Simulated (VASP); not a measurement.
Write the native input for VASP 6.6.1 that does the following.

```
Task                   : relaxation of cell and atoms
Functional             : PBE
Potentials or basis    : VASP PAW PBE potentials, release 64 (Ge_d, W_sv)
Cutoff                 : 600 eV
k mesh                 : 4 × 4 × 4
Occupations            : gaussian, width 0.1 eV
Spin                   : no spin polarisation
Dipole correction      : no
Further INCAR settings : ALGO = Normal; EDIFF = 1e-06; IBRION = 2; EDIFFG = -0.04; NSW = 90; ISIF = 3
```

The structure of Ge3W2 lies in POSCAR:

```
Ge3W2
1.0
    4.3417205300      0.0000000000      0.0000000000
    0.0000000000      4.3417205300      0.0000000000
    0.0000000000      0.0000000000      5.0161713400
Ge W
3 2
Direct
    0.0000000000      0.0000000000      0.8090468800
    0.0000000000      0.0000000000      0.1909531200
    0.5000000000      0.5000000000      0.5000000000
    0.0000000000      0.5000000000      0.2484511700
    0.5000000000      0.0000000000      0.7515488300
```

The cell was built from a structure type or drawn by symmetry, and may not be a known phase.

The input as run:

INCAR

```
SYSTEM = Ge3W2
  PREC = Accurate
  ENCUT = 600
  EDIFF = 1E-6
  ISMEAR = 0
  SIGMA = 0.1
  LREAL = .False.
  LASPH = .True.
  NELM = 100
  ALGO = Normal
  ISIF = 3
  LWAVE = .False.
  LCHARG = .False.
  GGA = PE
  IBRION = 2
  NSW = 90
  EDIFFG = -0.04
```

KPOINTS

```
regular mesh
0
Gamma
  4 4 4
  0 0 0
```

Potentials or basis: VASP PAW PBE potentials, release 64 (Ge_d, W_sv).

Launch:

```sh
$ cat potpaw_PBE.64/Ge_d/POTCAR potpaw_PBE.64/W_sv/POTCAR > POTCAR
$ mpirun -np 1 vasp_std > vasp.out
```

It gave:

```
Relaxed volume                        : 23.87 Å³/atom
Relaxed cell                          : a = 4.730 Å, b = 4.730 Å, c = 5.335 Å, α = 90.00°, β = 90.00°, γ = 90.00°
Space group after relaxing (to 0.1 Å) : P4/mmm (No. 123)
Energy gained by relaxing             : 1513.0 meV/atom
Ionic steps                           : 36
Pressure after relaxing               : 0.1 GPa
Largest force after relaxing          : 0.016 eV/Å
Band gap on the k mesh                : zero (bands 35 and 36 overlap by 0.77 eV)
```

Caveat: the k points lie up to 0.33 Å⁻¹ apart in the final cell, too coarse for converged energies and pressures of a metal; the volume moved by over 15 % at a fixed basis, so the end points are rough; spin-orbit coupling is left out, which moves the levels of the heavy elements.

It took 48 min on 1 thread of Intel Xeon 8259CL, on a shared host, peak memory 0.28 GiB.
